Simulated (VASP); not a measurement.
Write the native input for VASP 6.6.1 that does the following.

| Property | Result |
| --- | --- |
| Task | single point |
| Functional | r2SCAN50 |
| Potentials or basis | VASP PAW PBE potentials, release 64 (B) |
| Cutoff | 520 eV |
| k mesh | 7 × 7 × 7 |
| Occupations | fermi-dirac, width 0.05 eV |
| Spin | no spin polarisation |
| Dipole correction | no |
| Grid for exact exchange (PRECFOCK) | Normal |
| Further INCAR settings | ALGO = Normal; EDIFF = 1e-07; NBANDS = 8 |
| Share of exact exchange | 0.5 |

B:

```
B
1.0
     1.88524    0.00000    0.00000
     0.00000    1.88524    0.00000
     0.00000    0.00000    1.88524
B
1
Direct
  0.50000 0.50000 0.50000
```

This isn't the form of B at room conditions, which is rhombohedral.

These files were run (other wordings do the same):

POSCAR

```
B
1.0
    1.8852400000      0.0000000000      0.0000000000
    0.0000000000      1.8852400000      0.0000000000
    0.0000000000      0.0000000000      1.8852400000
B
1
Direct
    0.5000000000      0.5000000000      0.5000000000
```

INCAR.step1

```
SYSTEM = B
ALGO = Normal
EDIFF = 1E-5
ENCUT = 520
GGA = PE
ISIF = 2
ISMEAR = -1
LASPH = .TRUE.
LCHARG = .FALSE.
LREAL = .FALSE.
LWAVE = .TRUE.
NBANDS = 8
NELM = 60
PREC = Accurate
SIGMA = 0.05
```

INCAR.step2

```
SYSTEM = B
AEXX = 0.5
ALGO = Normal
EDIFF = 1E-7
ENCUT = 520
ISIF = 2
ISMEAR = -1
ISTART = 1
LASPH = .TRUE.
LCHARG = .FALSE.
LHFCALC = .TRUE.
LMIXTAU = .TRUE.
LREAL = .FALSE.
LWAVE = .FALSE.
METAGGA = R2SCAN
NBANDS = 8
NELM = 60
PREC = Accurate
PRECFOCK = Normal
SIGMA = 0.05
```

KPOINTS

```
k-points
0
G
  7 7 7
  0 0 0
```

Potentials or basis: VASP PAW PBE potentials, release 64 (B).

Launch:

```sh
$ cat potpaw_PBE.64/B/POTCAR > POTCAR
$ cp INCAR.step1 INCAR
$ mpirun -np 1 vasp_std > vasp.out
$ cp INCAR.step2 INCAR
$ mpirun -np 1 vasp_std > vasp.out
```

It gave:

```json
{
 "Pressure": "-8.1 GPa",
 "Band gap on the k mesh": "zero (an odd number of electrons rules out a gap without spin polarisation)"
}
```

Caveat: the k points lie up to 0.48 Å⁻¹ apart, too coarse for converged energies and pressures of a metal; the PAW data sets were made with another functional, which shifts forces and pressure a little.

Run time: 52 s on 1 thread of Intel Xeon 8259CL, on a shared host, peak memory 0.11 GiB.
